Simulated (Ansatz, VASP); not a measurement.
**Ge in VASP and in Ansatz**

```xyz
2
Lattice="0.0000 2.5203 3.5637 2.5203 0.0000 3.5637 2.5203 2.5203 0.0000" Properties=species:S:1:pos:R:3 pbc="T T T"
Ge    2.5203    2.5203    3.5637
Ge    3.7804    3.7804    5.3455
```

Alike in both runs: task single point; functional PBEsol; k mesh 16 × 16 × 16; occupations gaussian, width 0.15 eV; no spin polarisation.

|  | VASP | Ansatz |
| --- | --- | --- |
| version | VASP 6.6.1 | Ansatz 0.2.0 |
| potentials or method | VASP PAW PBE potentials, release 64 (Ge_d), cutoff 520 eV | scalar-relativistic, plane waves, PAW |
| valence electrons in the cell | 28 | 28 |

VASP gave:

| Quantity | Value |
| --- | --- |
| gap on the k mesh at the Fermi level (eV) | none |
| pressure (GPa) | 0.7 |
| traceless stress, the component that is largest in VASP (GPa) | -9.31 |

Problem. Which values does Ansatz return?

Solution. gap on the k mesh at the Fermi level (eV): none; pressure (GPa): 0.8; traceless stress, the component that is largest in VASP (GPa): -9.26.

VASP's potentials were made for PBE, not for PBEsol. A gap of «none» marks a metal or a gap that the smearing closes. With one functional, cell and mesh, what is left measures potentials, basis and numerics.
